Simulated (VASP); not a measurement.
# B5N (P6/mmm) in VASP: relaxation of cell and atoms with PBE

Aim: the relaxation of cell and atoms of B5N with PBE.

All numbers are computed with VASP 6.6.1; they aren't measurements. Logs are shortened: lines on timing, memory, paths and dates and some standing lists are left out, and cuts for length are marked.

### Step 1. The cell of the first run

Symmetry: P6/mmm, No. 191, hexagonal system. The conventional cell has a = 4.037 Å, b = 4.037 Å, c = 2.902 Å, α = 90.00°, β = 90.00°, γ = 120.00°. Within 2.5 Å of B (site symmetry -6m2) lie 9 B at 1.86 to 2.33 Å and 3 N at 2.33 Å. Within 2.5 Å of B (site symmetry mmm) lie 8 B at 1.86 to 2.02 Å and 4 N at 2.49 Å. N (site symmetry 6/mmm) has 18 B at 2.33 to 2.49 Å and 2 N at 2.90 Å within 3.1 Å.

The cell was built from a structure type or drawn by symmetry, and may not be a known phase.

### Step 2. Relaxation of cell and atoms, PBE, collinear spin, ferromagnetic start

INCAR reads:

```
SYSTEM = B5N
PREC = Accurate ; ENCUT = 600
EDIFF = 1E-6 ; ISMEAR = 0
SIGMA = 0.1 ; LREAL = .False.
LASPH = .True. ; NELM = 150
ALGO = Normal ; ISIF = 3
LWAVE = .False. ; LCHARG = .False.
ISPIN = 2 ; MAGMOM = 0 0 0 0 0 0.56
LORBIT = 11 ; GGA = PE
IBRION = 2 ; NSW = 100
EDIFFG = -0.01
```

KPOINTS reads:

```
Automatic mesh
0
Gamma
  12 12 14
  0 0 0
```

POSCAR reads:

```
B5N
1.0
    4.0372669315      0.0000000000      0.0000000000
   -2.0186334658      3.4963757246      0.0000000000
    0.0000000000      0.0000000000      2.9016474500
B N
5 1
Direct
    0.3333333333      0.6666666667      0.0000000000
    0.6666666667      0.3333333333      0.0000000000
    0.5000000000      0.0000000000      0.5000000000
    0.5000000000      0.5000000000      0.5000000000
    0.0000000000      0.5000000000      0.5000000000
    0.0000000000      0.0000000000      0.0000000000
```

Potentials or basis: VASP PAW PBE potentials, release 64 (B, N).

The run is started by

```bash
$ cat potpaw_PBE.64/B/POTCAR potpaw_PBE.64/N/POTCAR > POTCAR
$ mpirun -np 1 vasp_std > vasp.out
```

OUTCAR:

```text
SYSTEM = B5N
   PREC = Accurate
   ENCUT = 600
   EDIFF = 1E-6
   ISMEAR = 0
   LREAL = .False.
   LASPH = .True.
   NELM = 150
   ISIF = 3
   ISPIN = 2
   LORBIT = 11
   GGA = PE
   IBRION = 2
   NSW = 100
   EDIFFG = -0.01

 ion  position               nearest neighbor table
   1  0.333  0.667  0.000-   5 1.86   5 1.86   3 1.86   3 1.86   4 1.86   4 1.86
   2  0.667  0.333  0.000-   5 1.86   5 1.86   3 1.86   3 1.86   4 1.86   4 1.86
   3  0.500  0.000  0.500-   1 1.86   2 1.86   1 1.86   2 1.86   5 2.02   5 2.02   4 2.02   4 2.02

   4  0.500  0.500  0.500-   1 1.86   2 1.86   1 1.86   2 1.86   5 2.02   5 2.02   3 2.02   3 2.02

   5  0.000  0.500  0.500-   1 1.86   2 1.86   1 1.86   2 1.86   4 2.02   4 2.02   3 2.02   3 2.02

   6  0.000  0.000  0.000-

  LATTYP: Found a hexagonal cell.
 ALAT       =     4.0372669315
 C/A-ratio  =     0.7187157796

  Lattice vectors:

 A1 = (   4.0372669315,   0.0000000000,   0.0000000000)
 A2 = (  -2.0186334658,   3.4963757246,   0.0000000000)
 A3 = (   0.0000000000,   0.0000000000,   2.9016474500)

Analysis of symmetry for initial positions (statically):
=====================================================================
 Subroutine PRICEL returns:
 Original cell was already a primitive cell.

 Routine SETGRP: Setting up the symmetry group for a
 hexagonal supercell.

 Subroutine GETGRP returns: Found 24 space group operations
 (whereof 24 operations were pure point group operations)
 out of a pool of 24 trial point group operations.

The static configuration has the point symmetry D_6h.

Analysis of symmetry for dynamics (positions and initial velocities):
=====================================================================
 Subroutine PRICEL returns:
 Original cell was already a primitive cell.

 Routine SETGRP: Setting up the symmetry group for a
 hexagonal supercell.

 Subroutine GETGRP returns: Found 24 space group operations
 (whereof 24 operations were pure point group operations)
 out of a pool of 24 trial point group operations.

The dynamic configuration has the point symmetry D_6h.

Analysis of structural, dynamic, and magnetic symmetry:
=====================================================================
 Subroutine PRICEL returns:
 Original cell was already a primitive cell.

 Routine SETGRP: Setting up the symmetry group for a
 hexagonal supercell.

 Subroutine GETGRP returns: Found 24 space group operations
 (whereof 24 operations were pure point group operations)
 out of a pool of 24 trial point group operations.

The overall configuration has the point symmetry D_6h.

 Subroutine INISYM returns: Found 24 space group operations
 (whereof 24 operations are pure point group operations),
 and found     1 'primitive' translations

----------------------------------------------------------------------------------------

                                     Primitive cell

  volume of cell :      40.9591

  direct lattice vectors                    reciprocal lattice vectors
     4.037266931  0.000000000  0.000000000     0.247692317  0.143005226  0.000000000
    -2.018633466  3.496375725  0.000000000     0.000000000  0.286010452  0.000000000
     0.000000000  0.000000000  2.901647450     0.000000000  0.000000000  0.344631806

  length of vectors
     4.037266931  4.037266932  2.901647450     0.286010452  0.286010452  0.344631806

  position of ions in fractional coordinates (direct lattice)
     0.333333333  0.666666667  0.000000000
     0.666666667  0.333333333  0.000000000
     0.500000000  0.000000000  0.500000000
     0.500000000  0.500000000  0.500000000
     0.000000000  0.500000000  0.500000000
     0.000000000  0.000000000  0.000000000

  ion indices of the primitive-cell ions
   primitive index   ion index
                 1           1
                 2           2
                 3           3
                 4           4
                 5           5
                 6           6

----------------------------------------------------------------------------------------

 KPOINTS: Automatic mesh

Automatic generation of k-mesh.
 Grid dimensions read from file:
[... 47 lines left out ...]
   k-points           NKPTS =    152   k-points in BZ     NKDIM =    152   number of bands    NBANDS=     14
   number of dos      NEDOS =    301   number of ions     NIONS =      6
   total plane-waves  NPLWV =  24576
   dimension x,y,z NGX =    32 NGY =   32 NGZ =   24
   dimension x,y,z NGXF=    64 NGYF=   64 NGZF=   48
   ions per type =               5   1
   NGX,Y,Z   is equivalent  to a cutoff of  13.18, 13.18, 13.75 a.u.
   NGXF,Y,Z  is equivalent  to a cutoff of  26.35, 26.35, 27.50 a.u.
 SYSTEM =  B5N
   PREC   = accura    normal or accurate (medium, high low for compatibility)
   ISTART =      0    job   : 0-new  1-cont  2-samecut
   ICHARG =      2    charge: 1-file 2-atom 10-const
   ISPIN  =      2    spin polarized calculation?
   LNONCOLLINEAR =      F non collinear calculations
   LSORBIT =      F    spin-orbit coupling
   LASPH  =      T    aspherical Exc in radial PAW
   ENCUT  =  600.0 eV  44.10 Ry    6.64 a.u.   8.06  8.06  5.80*2*pi/ulx,y,z
   NELM   =    150;   NELMIN=  2; NELMDL= -5     # of ELM steps
   EDIFF  = 0.1E-05   stopping-criterion for ELM
   LREAL  =      F    real-space projection
   EDIFFG = -.1E-01   stopping-criterion for IOM
   NSW    =    100    number of steps for IOM
   IBRION =      2    ionic relax: 0-MD 1-quasi-New 2-CG
   NFREE  =      1    steps in history (QN), initial steepest desc. (CG)
   ISIF   =      3    stress and relaxation
   ISYM   =      2    0-nonsym 1-usesym 2-fastsym
   POTIM  = 0.5000    time-step for ionic-motion
   TEBEG  =    0.0;   TEEND  =   0.0 temperature during run
   PSTRESS=    0.0 pullay stress
   NELECT =      20.0000    total number of electrons
   NUPDOWN=      -1.0000    fix difference up-down
   EMIN   =  10.00;   EMAX   =-10.00  energy-range for DOS
   EFERMI =   0.00;   METHOD = LEGACY
   ISMEAR =     0;   SIGMA  =   0.10  broadening in eV -4-tet -1-fermi 0-gaus
   EFERMI_NEDOS =   21; number of points for ismear=-14 and -15
   IALGO  =     38    algorithm
   IMIX   =      4    mixing-type and parameters
     AMIX     =   0.40;   BMIX     =  1.00
     AMIX_MAG =   1.60;   BMIX_MAG =  1.00
  volume/ion in A,a.u.               =       6.83        46.07
  Fermi-wavevector in a.u.,A,eV,Ry     =   1.289144  2.436129 22.611416  1.661892
  Thomas-Fermi vector in A             =   2.421055
   LORBIT       =     11    0 simple, 1 ext, 2 COOP (PROOUT), +10 PAW based schemes
   GGA     = PE    functional components
   LHFCALC =     F    Hartree Fock is set to
   AEXX    =    0.0000 exact exchange contribution
   IVDW    =     0    specifies the selected vdW correction
   LEPSILON=     F    determine dielectric tensor
   LRPA    =     F    only Hartree local field effects (RPA)
 conjugate gradient relaxation of ions
 spin polarized calculation
 Gauss-broadening in eV      SIGMA  =   0.10
  energy-cutoff  :      600.00
  volume of cell :       40.96
 maximum number of plane-waves:      1384
   NGX = 17   NGY = 17   NGZ = 11

--------------------------------------- Ionic step        1  -------------------------------------------

 number of electron      19.9999999 magnetization       0.5827154

 Free energy of the ion-electron system (eV)
  ---------------------------------------------------
  ext. energy  EPLUGINS =         0.00000000
  ---------------------------------------------------
  free energy    TOTEN  =       -31.15001857 eV

  energy without entropy =      -31.14020895  energy(sigma->0) =      -31.14511376

------------------------ aborting loop because EDIFF is reached ----------------------------------------

  FORCE on cell =-STRESS in cart. coord.  units (eV):
  Direction    XX          YY          ZZ          XY          YZ          ZX
  --------------------------------------------------------------------------------------
  -------------------------------------------------------------------------------------
  Total        0.1089213      0.1089213      0.0622437     -0.0000000      0.0000000      0.0000000
  in kB        4.2606253      4.2606253      2.4347562     -0.0000000      0.0000000      0.0000000
  external PRESSURE =       3.6520023 kB  Pullay stress =       0.0000000 kB
[... 107 lines left out ...]
--------------------------------------- Ionic step        4  -------------------------------------------

 number of electron      19.9999999 magnetization       0.5890377

 Free energy of the ion-electron system (eV)
  ---------------------------------------------------
  ext. energy  EPLUGINS =         0.00000000
  ---------------------------------------------------
  free energy    TOTEN  =       -31.15013980 eV

  energy without entropy =      -31.14038524  energy(sigma->0) =      -31.14526252

 E-fermi :   7.6691     XC(G=0): -12.3515

 val. band max:        7.6690460374   @ k =   0.4167   0.1667   0.4286
 cond. band min:       7.6715063937   @ k =   0.5000  -0.0000   0.2857
 fundamental gap:      0.0024603563
 Fermi energy:         7.6690800636

 spin component 1

 k-point     1 :       0.0000    0.0000    0.0000
  band No.  band energies     occupation
      1     -10.3551      1.00000
      2      -3.8060      1.00000
      3      -2.5745      1.00000
      4       0.6884      1.00000
      5       0.6884      1.00000
      6       0.7484      1.00000
      7       0.7484      1.00000
      8       1.4615      1.00000
      9       7.5936      0.85713
     10       9.4135      0.00000
     11       9.4135      0.00000
     12       9.8148      0.00000
     13       9.8245      0.00000
     14      11.5787      0.00000
[... 379 lines left out ...]
      3      -4.0843      1.00000
      4      -1.4523      1.00000
      5       1.6768      1.00000
      6       2.3448      1.00000
      7       4.9929      1.00000
      8       5.1270      1.00000
      9       6.7081      1.00000
     10       6.7477      1.00000
     11       7.5104      0.98761
     12       8.8923      0.00000
     13      10.6245      0.00000
     14      10.6402      0.00000

 [... further k-points ...]

 spin component 2

 k-point     1 :       0.0000    0.0000    0.0000
  band No.  band energies     occupation
      1     -10.1138      1.00000
      2      -3.1781      1.00000
      3      -2.5588      1.00000
      4       0.7704      1.00000
      5       0.7704      1.00000
      6       0.9282      1.00000
      7       0.9282      1.00000
      8       1.5630      1.00000
      9       8.3660      0.00000
     10       9.8091      0.00000
     11       9.8699      0.00000
     12      10.0106      0.00000
     13      10.0106      0.00000
     14      11.6360      0.00000
[... 424 lines left out ...]
  FREE ENERGIE OF THE ION-ELECTRON SYSTEM (eV)
  ---------------------------------------------------
  free  energy   TOTEN  =       -31.1501398036 eV

  energy  without entropy=      -31.1403852378  energy(sigma->0) =      -31.14526252

 reached required accuracy - stopping structural energy minimisation

 total charge

# of ion       s       p       d       tot
------------------------------------------
    1        0.685   1.130   0.000   1.815
    2        0.685   1.130   0.000   1.815
    3        0.683   1.092   0.000   1.776
    4        0.683   1.092   0.000   1.776
    5        0.683   1.092   0.000   1.776
    6        1.392   2.011   0.000   3.403
--------------------------------------------------
tot          4.811   7.548   0.000  12.359

 magnetization (x)

# of ion       s       p       d       tot
------------------------------------------
    1        0.003   0.003   0.000   0.006
    2        0.003   0.003   0.000   0.006
    3        0.007   0.001   0.000   0.008
    4        0.007   0.001   0.000   0.008
    5        0.007   0.001   0.000   0.008
    6        0.009   0.412   0.000   0.421
--------------------------------------------------
tot          0.036   0.421   0.000   0.457
```

Run time: 6 min. Hardware: 1 thread of Oxide Virtual Turin-like, shared host; peak memory 0.25 GiB.

What came out:

| Quantity | Value |
| --- | --- |
| Free energy | -31.1501 eV |
| Relaxed volume | 6.84 Å³/atom |
| Relaxed cell | a = 4.042 Å, b = 4.042 Å, c = 2.902 Å, α = 90.00°, β = 90.00°, γ = 120.00° |
| Space group after relaxing (to 0.1 Å) | P6/mmm (No. 191) |
| Energy gained by relaxing | 0.0 meV/atom |
| Ionic steps | 4 |
| Pressure after relaxing | 0.0 GPa |
| Net moment | 0.59 μB per cell |
| Site moments | B +0.01; N +0.42 μB |
| Valence electrons inside the program's atomic spheres | B 1.81, 1.78 (each value once); N 3.40 |

The path:
| step | energy change (eV) | largest force (eV/Å) | pressure (GPa) | volume (Å³) |
| --- | --- | --- | --- | --- |
| 1 | 0.0000 | 0.0000 | 0.37 | 40.96 |
| 2 | -0.0001 | 0.0000 | -0.08 | 41.05 |
| 3 | -0.0001 | 0.0000 | -0.04 | 41.04 |
| 4 | -0.0001 | 0.0000 | -0.02 | 41.05 |

Final structure:
```
B N
1.0
     4.04154    0.00000    0.00000
    -2.02077    3.50008    0.00000
     0.00000    0.00000    2.90176
B N
5 1
Direct
  0.33333 0.66667 0.00000
  0.66667 0.33333 0.00000
  0.50000 0.00000 0.50000
  0.50000 0.50000 0.50000
  0.00000 0.50000 0.50000
  0.00000 0.00000 0.00000
```

Levels at points of the mesh, in eV from the Fermi level:
Spin up:
| k point | band 6 | band 7 | band 8 | band 9 | band 10 | band 11 | band 12 | band 13 | band 14 |
| --- | --- | --- | --- | --- | --- | --- | --- | --- | --- |
| (0.00, 0.00, 0.00) | -6.92 | -6.92 | -6.21 | -0.08 | 1.74 | 1.74 | 2.15 | 2.16 | 3.91 |
| (0.50, 0.00, 0.00) | -4.35 | -2.99 | -2.54 | -0.48 | -0.40 | -0.07 | 1.15 | 1.63 | 3.56 |
| (0.00, 0.00, 0.50) | -5.51 | -4.04 | -4.04 | -2.81 | -2.49 | -2.49 | -1.88 | -0.96 | -0.96 |
| (0.50, 0.00, 0.50) | -7.34 | -6.63 | -3.90 | -0.13 | -0.11 | 1.17 | 1.39 | 3.05 | 3.55 |
Spin down:
```csv
k point,band 6,band 7,band 8,band 9,band 10,band 11,band 12,band 13
"(0.00, 0.00, 0.00)",-6.74,-6.74,-6.11,0.70,2.14,2.20,2.34,2.34
"(0.50, 0.00, 0.00)",-4.19,-2.80,-2.13,-0.09,0.12,0.24,1.55,1.64
"(0.00, 0.00, 0.50)",-5.48,-3.47,-3.47,-2.51,-2.51,-2.21,-1.87,-0.95
"(0.50, 0.00, 0.50)",-7.15,-6.43,-3.91,0.56,0.70,1.45,1.66,3.03
```

Caveat: the highest band is partly filled, so the run has too few bands.
